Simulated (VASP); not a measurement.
# InP (F-43m) in VASP: a series of runs

The runs below take InP through phonons, with r2SCAN.

Program: VASP 6.6.1. These are calculated values, not measurements. Logs are shortened: lines on timing, memory, paths and dates and some standing lists are left out, and cuts for length are marked.

## Step 1: The cell of the first run

The structure is cubic, space group F-43m (No. 216). The conventional cell has a = 5.907 Å, b = 5.907 Å, c = 5.907 Å, α = 90.00°, β = 90.00°, γ = 90.00°. In (site symmetry -43m) has 4 P at 2.56 Å within 3.4 Å. Within 3.4 Å of P (site symmetry -43m) lie 4 In at 2.56 Å.

## Step 2: Phonons, r2SCAN

File INCAR:

```
ALGO = Normal ; EDIFF = 1E-8
ENCUT = 520 ; IBRION = 6
ISIF = 2 ; ISMEAR = 0
LASPH = T ; LCHARG = F
LMIXTAU = T ; LREAL = F
LWAVE = F ; METAGGA = R2SCAN
NELM = 60 ; NFREE = 2
NSW = 1 ; POTIM = 0.015
PREC = Accurate ; SIGMA = 0.01
```

File KPOINTS:

```
k-points
0
Gamma
  8 8 8
```

File POSCAR:

```
InP
1.0
    0.0000000000      2.9536742755      2.9536742755
    2.9536742755      0.0000000000      2.9536742755
    2.9536742755      2.9536742755      0.0000000000
In P
1 1
Direct
    0.0000000000      0.0000000000      0.0000000000
    0.7500000000      0.7500000000      0.7500000000
```

Potentials or basis: VASP PAW PBE potentials, release 64 (In_d, P).

On the command line:

```bash
$ cat potpaw_PBE.64/In_d/POTCAR potpaw_PBE.64/P/POTCAR > POTCAR
$ mpirun -np 1 vasp_std > vasp.out
```

OUTCAR:

```text
EDIFF = 1E-8
   ENCUT = 520
   IBRION = 6
   ISIF = 2
   ISMEAR = 0
   LASPH = T
   LREAL = F
   METAGGA = R2SCAN
   NELM = 60
   NFREE = 2
   NSW = 1
   POTIM = 0.015
   PREC = Accurate

 ion  position               nearest neighbor table
   1  0.000  0.000  0.000-   2 2.56   2 2.56   2 2.56   2 2.56
   2  0.750  0.750  0.750-   1 2.56   1 2.56   1 2.56   1 2.56

  LATTYP: Found a face centered cubic cell.
 ALAT       =     5.9073485510

  Lattice vectors:

 A1 = (   0.0000000000,   2.9536742755,   2.9536742755)
 A2 = (   2.9536742755,   0.0000000000,   2.9536742755)
 A3 = (   2.9536742755,   2.9536742755,   0.0000000000)

Analysis of symmetry for initial positions (statically):
=====================================================================
 Subroutine PRICEL returns:
 Original cell was already a primitive cell.

 Routine SETGRP: Setting up the symmetry group for a
 face centered cubic supercell.

 Subroutine GETGRP returns: Found 24 space group operations
 (whereof 24 operations were pure point group operations)
 out of a pool of 48 trial point group operations.

The static configuration has the point symmetry T_d .

Analysis of symmetry for dynamics (positions and initial velocities):
=====================================================================
 Subroutine PRICEL returns:
 Original cell was already a primitive cell.

 Routine SETGRP: Setting up the symmetry group for a
 face centered cubic supercell.

 Subroutine GETGRP returns: Found 24 space group operations
 (whereof 24 operations were pure point group operations)
 out of a pool of 48 trial point group operations.

The dynamic configuration has the point symmetry T_d .

 Subroutine INISYM returns: Found 24 space group operations
 (whereof 24 operations are pure point group operations),
 and found     1 'primitive' translations

----------------------------------------------------------------------------------------

                                     Primitive cell

  volume of cell :      51.5368

  direct lattice vectors                    reciprocal lattice vectors
     0.000000000  2.953674276  2.953674276    -0.169280683  0.169280683  0.169280683
     2.953674276  0.000000000  2.953674276     0.169280683 -0.169280683  0.169280683
     2.953674276  2.953674276  0.000000000     0.169280683  0.169280683 -0.169280683

  length of vectors
     4.177126219  4.177126219  4.177126219     0.293202744  0.293202744  0.293202744

  position of ions in fractional coordinates (direct lattice)
     0.000000000  0.000000000  0.000000000
     0.750000000  0.750000000  0.750000000

  ion indices of the primitive-cell ions
   primitive index   ion index
                 1           1
                 2           2

----------------------------------------------------------------------------------------

 KPOINTS: k-points

Automatic generation of k-mesh.
 Grid dimensions read from file:
 generate k-points for:    8    8    8

 Generating k-lattice:

  Cartesian coordinates                     Fractional coordinates (reciprocal lattice)
    -0.021160085  0.021160085  0.021160085     0.125000000  0.000000000  0.000000000
     0.021160085 -0.021160085  0.021160085     0.000000000  0.125000000  0.000000000
     0.021160085  0.021160085 -0.021160085     0.000000000  0.000000000  0.125000000

  Length of vectors
     0.036650343  0.036650343  0.036650343

  Shift w.r.t. Gamma in fractional coordinates (k-lattice)
     0.000000000  0.000000000  0.000000000

 Subroutine IBZKPT returns following result:
 ===========================================

 Found     29 irreducible k-points:

 Following reciprocal coordinates:
            Coordinates               Weight
[... 57 lines left out ...]
   EFERMI =   0.00;   METHOD = LEGACY
   ISMEAR =     0;   SIGMA  =   0.01  broadening in eV -4-tet -1-fermi 0-gaus
   EFERMI_NEDOS =   21; number of points for ismear=-14 and -15
   IALGO  =     38    algorithm
   IMIX   =      4    mixing-type and parameters
     AMIX     =   0.40;   BMIX     =  1.00
     AMIX_MAG =   1.60;   BMIX_MAG =  1.00
  volume/ion in A,a.u.               =      25.77       173.89
  Fermi-wavevector in a.u.,A,eV,Ry     =   1.152904  2.178672 18.084689  1.329187
  Thomas-Fermi vector in A             =   2.289552
   LORBIT       =      0    0 simple, 1 ext, 2 COOP (PROOUT), +10 PAW based schemes
   METAGGA = R2SCAN    functional components
   LHFCALC =     F    Hartree Fock is set to
   AEXX    =    0.0000 exact exchange contribution
   IVDW    =     0    specifies the selected vdW correction
   LEPSILON=     F    determine dielectric tensor
   LRPA    =     F    only Hartree local field effects (RPA)
 finite differences with symmetry
 non-spin polarized calculation
 Gauss-broadening in eV      SIGMA  =   0.01
  energy-cutoff  :      520.00
  volume of cell :       51.54
 maximum number of plane-waves:      1411
   NGX = 15   NGY = 15   NGZ = 15

--------------------------------------- Ionic step        1  -------------------------------------------

 number of electron      18.0000009 magnetization

 Free energy of the ion-electron system (eV)
  ---------------------------------------------------
  ext. energy  EPLUGINS =         0.00000000
  ---------------------------------------------------
  free energy    TOTEN  =       -32.29734850 eV

  energy without entropy =      -32.29734850  energy(sigma->0) =      -32.29734850

------------------------ aborting loop because EDIFF is reached ----------------------------------------

  FORCE on cell =-STRESS in cart. coord.  units (eV):
  Direction    XX          YY          ZZ          XY          YZ          ZX
  --------------------------------------------------------------------------------------
  -------------------------------------------------------------------------------------
  Total       -0.0411095     -0.0411095     -0.0411095      0.0000000      0.0000000      0.0000000
  in kB       -1.2780128     -1.2780128     -1.2780128      0.0000000      0.0000000      0.0000000
  external PRESSURE =      -1.2780128 kB  Pullay stress =       0.0000000 kB
[... 131 lines left out ...]
--------------------------------------- Ionic step        5  -------------------------------------------

 number of electron      18.0000009 magnetization

 Free energy of the ion-electron system (eV)
  ---------------------------------------------------
  ext. energy  EPLUGINS =         0.00000000
  ---------------------------------------------------
  free energy    TOTEN  =       -32.29647171 eV

  energy without entropy =      -32.29647171  energy(sigma->0) =      -32.29647171

 E-fermi :   4.8302     XC(G=0):  -9.7711

 val. band max:        4.7833243274   @ k =   0.0000   0.0000   0.0000
 cond. band min:       5.7859158379   @ k =   0.0000   0.0000   0.0000
 fundamental gap:      1.0025915104
 Fermi energy:         4.8302061819

 k-point     1 :       0.0000    0.0000    0.0000
  band No.  band energies     occupation
      1      -9.8601      2.00000
      2      -9.8572      2.00000
      3      -9.8537      2.00000
      4      -9.6902      2.00000
      5      -9.6902      2.00000
      6      -7.0806      2.00000
      7       4.7261      2.00000
      8       4.7556      2.00000
      9       4.7833      2.00000
     10       5.7859      0.00000
     11       9.1786      0.00000
     12       9.1950      0.00000
     13       9.2131      0.00000
[... 354 lines left out ...]
  band No.  band energies     occupation
      1      -9.9951      2.00000
      2      -9.8065      2.00000
      3      -9.7884      2.00000
      4      -9.6956      2.00000
      5      -9.6776      2.00000
      6      -5.0447      2.00000
      7      -0.7828      2.00000
      8       2.0781      2.00000
      9       3.1107      2.00000
     10       8.2207      0.00000
     11       9.2440      0.00000
     12      11.0304      0.00000
     13      12.3800      0.00000

 [... further k-points ...]

------------------------ aborting loop because EDIFF is reached ----------------------------------------

  FORCE on cell =-STRESS in cart. coord.  units (eV):
  Direction    XX          YY          ZZ          XY          YZ          ZX
  --------------------------------------------------------------------------------------
  -------------------------------------------------------------------------------------
  Total       -0.0413281     -0.0389153     -0.0389153      0.0000000     -0.1129822      0.0000000
  in kB       -1.2848070     -1.2098003     -1.2098003      0.0000000     -3.5123892      0.0000000
  external PRESSURE =      -1.2348025 kB  Pullay stress =       0.0000000 kB
[... 17 lines left out ...]
  FREE ENERGIE OF THE ION-ELECTRON SYSTEM (eV)
  ---------------------------------------------------
  free  energy   TOTEN  =       -32.2964717131 eV

  energy  without entropy=      -32.2964717131  energy(sigma->0) =      -32.29647171

 INTERNAL STRAIN TENSORS FROM DISPLACED ATOMS
 ============================================

 INTERNAL STRAIN TENSOR FOR ION    1 for displacements in x,y,z  (eV/Angst):
          X           Y           Z          XY          YZ          ZX
  --------------------------------------------------------------------------------
  x     0.00000     0.00000     0.00000     0.00000    -7.53263     0.00000
  y     0.00000     0.00000     0.00000     0.00000     0.00000    -7.53263
  z     0.00000     0.00000     0.00000    -7.53263     0.00000     0.00000

 INTERNAL STRAIN TENSOR FOR ION    2 for displacements in x,y,z  (eV/Angst):
          X           Y           Z          XY          YZ          ZX
  --------------------------------------------------------------------------------
  x    -0.00000    -0.00000    -0.00000     0.00000     7.53398     0.00000
  y    -0.00000    -0.00000    -0.00000     0.00000     0.00000     7.53398
  z    -0.00000    -0.00000    -0.00000     7.53398     0.00000     0.00000

 Eigenvectors and eigenvalues of the dynamical matrix
 ----------------------------------------------------

   1 f  =    8.841487 THz    55.552700 2PiTHz  294.920256 cm-1    36.565435 meV
             X         Y         Z           dx          dy          dz
      0.000000  0.000000  0.000000     0.000000    0.461625    0.000000
      4.430511  4.430511  4.430511     0.000000   -0.887075    0.000000
[... 21 lines left out ...]
   6 f/i=    0.006991 THz     0.043927 2PiTHz    0.233202 cm-1     0.028913 meV
             X         Y         Z           dx          dy          dz
      0.000000  0.000000  0.000000     0.647081   -0.513477    0.323311
      4.430511  4.430511  4.430511     0.336734   -0.267208    0.168248

 ELASTIC MODULI CONTR FROM IONIC RELAXATION (kBar)
 Direction    XX          YY          ZZ          XY          YZ          ZX
 --------------------------------------------------------------------------------
 XX          -0.0000     -0.0000     -0.0000      0.0000      0.0000      0.0000
 YY          -0.0000     -0.0000     -0.0000      0.0000      0.0000      0.0000
 ZZ          -0.0000     -0.0000     -0.0000      0.0000      0.0000      0.0000
 XY           0.0000      0.0000      0.0000   -225.8688      0.0000      0.0000
 YZ           0.0000      0.0000      0.0000      0.0000   -225.8688      0.0000
 ZX           0.0000      0.0000      0.0000      0.0000      0.0000   -225.8688
 --------------------------------------------------------------------------------
```

Run time: 7.5 min. Hardware: 1 thread of Intel Xeon Platinum 8559C (Emerald Rapids), shared host; peak memory 0.26 GiB.

What came out:

| Property | Result |
| --- | --- |
| Highest phonon frequency at Γ, LO-TO splitting left out | 295 cm⁻¹ |

Phonon frequencies in cm⁻¹ (negative: imaginary):
```tsv
q point	frequencies
(0.000, 0.000, 0.000)	0 0 0 295 295 295
```

Caveat: the PAW data sets were made with another functional, which shifts forces and pressure a little; spin-orbit coupling is left out, which moves the levels of the heavy elements.

## Step 3: Phonons, r2SCAN

File INCAR:

```
SYSTEM = InP
ALGO = Normal
EDIFF = 1E-8
ENCUT = 520
IBRION = 6
ISIF = 2
ISMEAR = 0
LASPH = .True.
LCHARG = .True.
LMIXTAU = .True.
LREAL = .False.
LWAVE = .False.
METAGGA = R2SCAN
NELM = 100
NFREE = 2
NSW = 1
POTIM = 0.015
PREC = Accurate
SIGMA = 0.01
```

File KPOINTS:

```
k-points
0
Gamma
  8 8 8
  0 0 0
```

POSCAR is that of step 2.

Potentials or basis: VASP PAW PBE potentials, release 64 (In_d, P).

On the command line:

```bash
$ cat potpaw_PBE.64/In_d/POTCAR potpaw_PBE.64/P/POTCAR > POTCAR
$ mpirun -np 1 vasp_std > vasp.out
```

OUTCAR:

```text
SYSTEM = InP
   EDIFF = 1E-8
   ENCUT = 520
   IBRION = 6
   ISIF = 2
   ISMEAR = 0
   LASPH = .True.
   LREAL = .False.
   METAGGA = R2SCAN
   NELM = 100
   NFREE = 2
   NSW = 1
   POTIM = 0.015
   PREC = Accurate

 ion  position               nearest neighbor table
   1  0.000  0.000  0.000-   2 2.56   2 2.56   2 2.56   2 2.56
[... 771 lines left out ...]
  x     0.00000     0.00000     0.00000     0.00000    -7.53263     0.00000
  y     0.00000     0.00000     0.00000     0.00000     0.00000    -7.53263
  z     0.00000     0.00000     0.00000    -7.53263     0.00000     0.00000

 INTERNAL STRAIN TENSOR FOR ION    2 for displacements in x,y,z  (eV/Angst):
          X           Y           Z          XY          YZ          ZX
  --------------------------------------------------------------------------------
  x    -0.00000    -0.00000    -0.00000     0.00000     7.53398     0.00000
  y    -0.00000    -0.00000    -0.00000     0.00000     0.00000     7.53398
  z    -0.00000    -0.00000    -0.00000     7.53398     0.00000     0.00000

 Eigenvectors and eigenvalues of the dynamical matrix
 ----------------------------------------------------

   1 f  =    8.841487 THz    55.552700 2PiTHz  294.920256 cm-1    36.565435 meV
             X         Y         Z           dx          dy          dz
      0.000000  0.000000  0.000000     0.000000    0.461625    0.000000
      4.430511  4.430511  4.430511     0.000000   -0.887075    0.000000
[... 21 lines left out ...]
   6 f/i=    0.006991 THz     0.043927 2PiTHz    0.233202 cm-1     0.028913 meV
             X         Y         Z           dx          dy          dz
      0.000000  0.000000  0.000000     0.647081   -0.513477    0.323311
      4.430511  4.430511  4.430511     0.336734   -0.267208    0.168248

 ELASTIC MODULI CONTR FROM IONIC RELAXATION (kBar)
 Direction    XX          YY          ZZ          XY          YZ          ZX
 --------------------------------------------------------------------------------
 XX          -0.0000     -0.0000     -0.0000      0.0000      0.0000      0.0000
 YY          -0.0000     -0.0000     -0.0000      0.0000      0.0000      0.0000
 ZZ          -0.0000     -0.0000     -0.0000      0.0000      0.0000      0.0000
 XY           0.0000      0.0000      0.0000   -225.8688      0.0000      0.0000
 YZ           0.0000      0.0000      0.0000      0.0000   -225.8688      0.0000
 ZX           0.0000      0.0000      0.0000      0.0000      0.0000   -225.8688
 --------------------------------------------------------------------------------
```

stdout:

```text
POSCAR found type information on POSCAR InP
 POSCAR found :  2 types and       2 ions
 scaLAPACK will be used
 -----------------------------------------------------------------------------
|                                                                             |
|                                                                             |
|     You enforced a specific xc type in the INCAR file but a different       |
|     I HOPE YOU KNOW WHAT YOU ARE DOING!                                     |
|                                                                             |
 -----------------------------------------------------------------------------

 LDA part: xc-table for (None), standard interpolation
 POSCAR, INCAR and KPOINTS ok, starting setup
 FFT: planning ... GRIDC
 FFT: planning ... GRID_SOFT
 FFT: planning ... GRID
 WAVECAR not read
 entering main loop
 Found     2 degrees of freedom:
 Finite differences POTIM= 0.01500 DOF=   2
 bond charge predicted
 Finite differences progress:
 bond charge predicted
 Finite differences progress:
 bond charge predicted
 Finite differences progress:
 bond charge predicted
 Finite differences progress:
```

It took 7.5 min on 1 thread of Intel Xeon Platinum 8559C (Emerald Rapids), shared host; peak memory 0.27 GiB.

What came out:

| Quantity | Value |
| --- | --- |
| Highest phonon frequency at Γ, LO-TO splitting left out | 295 cm⁻¹ |

Phonon frequencies in cm⁻¹ (negative: imaginary):
```csv
q point,frequencies
"(0.000, 0.000, 0.000)",0 0 0 295 295 295
```

Caveat: the PAW data sets were made with another functional, which shifts forces and pressure a little; spin-orbit coupling is left out, which moves the levels of the heavy elements.
